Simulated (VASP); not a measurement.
**Bi2Se3: electric field gradients with PBE**

Bi2Se3:

```
CELL_PARAMETERS angstrom
2.04350 1.17982 9.41632
-2.04350 1.17982 9.41632
0.00000 -2.35963 9.41632
ATOMIC_POSITIONS crystal
Bi 0.40080 0.40080 0.40080
Bi 0.59920 0.59920 0.59920
Se 0.00000 0.00000 0.00000
Se 0.21170 0.21170 0.21170
Se 0.78830 0.78830 0.78830
```

```json
{
  "Program": "VASP 6.6.1",
  "Task": "electric field gradients",
  "Functional": "PBE",
  "Potentials or basis": "VASP PAW PBE potentials, release 64 (Bi_d, Se)",
  "Cutoff": "520 eV",
  "k mesh": "6 × 6 × 6",
  "Occupations": "fermi-dirac, width 0.03 eV",
  "Spin": "no spin polarisation",
  "Dipole correction": "no",
  "Further INCAR settings": "ALGO = Normal; EDIFF = 1e-08; NBANDS = 32"
}
```

```
Pressure                                : 5.6 GPa
Largest force                           : 0.529 eV/Å
Band gap on the k mesh                  : 0.18 eV
Largest electric field gradient by atom : Bi +5.0; Se +73.9, -16.4 (each value once) V/Å²
```

Forces in eV/Å, atoms in the order of the input:
```
Bi   0.000  0.000 -0.324
Bi   0.000  0.000  0.324
Se   0.000  0.000  0.000
Se   0.000  0.000 -0.529
Se   0.000  0.000  0.529
```

Levels at points of the mesh, in eV from the valence-band top:
```tsv
k point	band 21	band 22	band 23	band 24	band 25	band 26	band 27	band 28
(0.00, 0.00, 0.00)	-2.02	-1.34	-1.34	0.00	0.18	1.35	1.35	2.11
(0.50, 0.00, 0.00)	-3.19	-2.33	-1.37	-0.59	0.79	1.90	2.93	3.23
(0.50, 0.50, 0.00)	-2.03	-2.00	-1.80	-1.07	1.29	1.91	2.63	3.05
(0.50, 0.50, 0.50)	-1.59	-1.52	-1.52	-0.46	0.58	1.68	1.68	2.10
```

Electric field gradients, principal values (V/Å²):
```tsv
atom	least	middle	greatest (by size)
1 Bi	-2.518	-2.518	5.036
2 Bi	-2.518	-2.518	5.036
3 Se	-36.963	-36.963	73.926
4 Se	8.192	8.192	-16.384
5 Se	8.192	8.192	-16.384
```

It took 11 min on 1 thread of Intel(R) Xeon(R) 6975P-C (Granite Rapids) (shared host), peak memory 0.74 GiB.

Caveat: the cell stands under pressure; without QUAD_EFG the Cq values of the log hold for a quadrupole moment of 1 mb, not for the nuclei; spin-orbit coupling is left out, which moves the levels of the heavy elements. A k mesh can miss the band edges.
